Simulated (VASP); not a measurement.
Wanted: the native input for a VASP 6.6.1 run.

```yaml
Task: single point
Functional: PBE
Potentials_or_basis: VASP PAW PBE potentials, release 64 (Hf_pv, C)
Cutoff: 520 eV
k_mesh: 18 × 18 × 18
Occupations: gaussian, width 0.15 eV
Spin: no spin polarisation
Dipole_correction: no
Further_INCAR_settings: ALGO = Normal; EDIFF = 1e-06; NBANDS = 14
```

The structure of HfC lies in POSCAR:

```
HfC
1.0
    0.1525200000      2.3250000000      2.3250000000
    2.4775200000      0.0000000000      2.4775200000
    2.3250000000      2.3250000000      0.1525200000
Hf C
1 1
Direct
    0.5000000000      0.5000000000      0.5000000000
    0.0000000000      0.0000000000      0.0000000000
```

This cell differs from its parent crystal: strain +0.1312 x Voigt [0, 0, 0, 0, 1, 0].

One way to write it, as run:

INCAR

```
SYSTEM = HfC
  PREC = Accurate
  ENCUT = 520
  EDIFF = 1E-6
  ISMEAR = 0
  SIGMA = 0.15
  LREAL = .False.
  LASPH = .True.
  NELM = 80
  ALGO = Normal
  ISIF = 2
  LWAVE = .False.
  LCHARG = .False.
  GGA = PE
  NBANDS = 14
```

KPOINTS

```
Automatic mesh
0
Gamma
  18 18 18
  0 0 0
```

Potentials or basis: VASP PAW PBE potentials, release 64 (Hf_pv, C).

The run is started by

```sh
$ cat potpaw_PBE.64/Hf_pv/POTCAR potpaw_PBE.64/C/POTCAR > POTCAR
$ mpirun -np 1 vasp_std > vasp.out
```

It gave:

- Pressure: 0.6 GPa
- Band gap on the k mesh: zero (band 7 reaches 7.14 eV, above the bottom of band 8 at 5.72 eV)

Caveat: the cell differs from its parent crystal (strain +0.1312 x Voigt [0, 0, 0, 0, 1, 0]); spin-orbit coupling is left out, which moves the levels of the heavy elements.

Run time: 76 s on 1 thread of Intel(R) Xeon(R) 6975P-C (Granite Rapids), on a shared host, peak memory 0.41 GiB.
